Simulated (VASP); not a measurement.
A run of VASP 6.6.1:

POSCAR

```
HgTe
1.0
    0.0000000000      3.2775454177      3.2775454177
    3.2775454177      0.0000000000      3.2775454177
    3.2775454177      3.2775454177      0.0000000000
Hg Te
1 1
Direct
    0.0000000000      0.0000000000      0.0000000000
    0.7500000000      0.7500000000      0.7500000000
```

File INCAR.step1:

```
SYSTEM = HgTe
ALGO = Normal
EDIFF = 1E-4
ENCUT = 520
GGA = PE
ISMEAR = -1
LASPH = .True.
LCHARG = .False.
LREAL = .False.
LWAVE = .True.
NBANDS = 16
NELM = 60
PREC = Accurate
SIGMA = 0.05
```

File INCAR.step2:

```
SYSTEM = HgTe
ALGO = Normal
EDIFF = 1E-6
ENCUT = 520
ISIF = 2
ISMEAR = -1
ISTART = 1
IVDW = 12
LASPH = .True.
LCHARG = .False.
LMIXTAU = .True.
LREAL = .False.
LWAVE = .False.
METAGGA = R2SCAN
NBANDS = 16
NELM = 60
PREC = Accurate
SIGMA = 0.05
VDW_A1 = 0.49484001
VDW_A2 = 5.73083694
VDW_S6 = 1.0
VDW_S8 = 0.78981345
```

Contents of KPOINTS:

```
k-points
0
Gamma
  7 7 7
  0 0 0
```

Potentials or basis: VASP PAW PBE potentials, release 64 (Hg, Te).

The run is started by

```sh
$ cat potpaw_PBE.64/Hg/POTCAR potpaw_PBE.64/Te/POTCAR > POTCAR
$ cp INCAR.step1 INCAR
$ mpirun -np 1 vasp_std > vasp.out
$ cp INCAR.step2 INCAR
$ mpirun -np 1 vasp_std > vasp.out
```

Hardware: 1 thread of Intel(R) Xeon(R) 6975P-C (Granite Rapids) (shared host).

How long does it take, and how much memory?

Run time: 41 s on 1 thread of Intel(R) Xeon(R) 6975P-C (Granite Rapids), with other jobs on the host, peak memory 0.22 GiB. Counts: k points 20.
